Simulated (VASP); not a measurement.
Input of a VASP 6.6.1 run:

INCAR

```
SYSTEM = AlN
  PREC = Accurate
  ENCUT = 520
  EDIFF = 1E-8
  ISMEAR = 0
  SIGMA = 0.01
  LREAL = .FALSE.
  LASPH = .TRUE.
  NELM = 60
  ALGO = Normal
  ISIF = 2
  LWAVE = .FALSE.
  LCHARG = .FALSE.
  GGA = PS
  LEPSILON = .TRUE.
```

File KPOINTS:

```
regular mesh
0
G
  8 8 8
  0 0 0
```

The input POSCAR:

```
AlN
1.0
    3.0886330000      0.0000000000      0.0000000000
    1.5443165000      2.6748346410      0.0000000000
    1.5443165000      0.8916115470      2.5218582842
Al N
1 1
Direct
    0.0000000000      0.0000000000      0.0000000000
    0.7500000000      0.7500000000      0.7500000000
```

Potentials or basis: VASP PAW PBE potentials, release 64 (Al, N).

Command:

```bash
$ cat potpaw_PBE.64/Al/POTCAR potpaw_PBE.64/N/POTCAR > POTCAR
$ mpirun -np 1 vasp_std > vasp.out
```

Q: Estimate the electronic dielectric tensor (diagonal).

A: 4.64.

Q: Estimate the Born charges (mean of the diagonal).

A: Al +2.53; N -2.53 e.

Q: Predict the band gap on the k mesh.

A: 3.19 eV (least direct gap 4.13 eV).

Born effective charge tensors (e):
atom 1, Al
```
2.53 0.00 0.00
0.00 2.53 0.00
0.00 0.00 2.53
```
atom 2, N
```
-2.53  0.00  0.00
 0.00 -2.53  0.00
 0.00  0.00 -2.53
```

 A k mesh can miss the band edges.
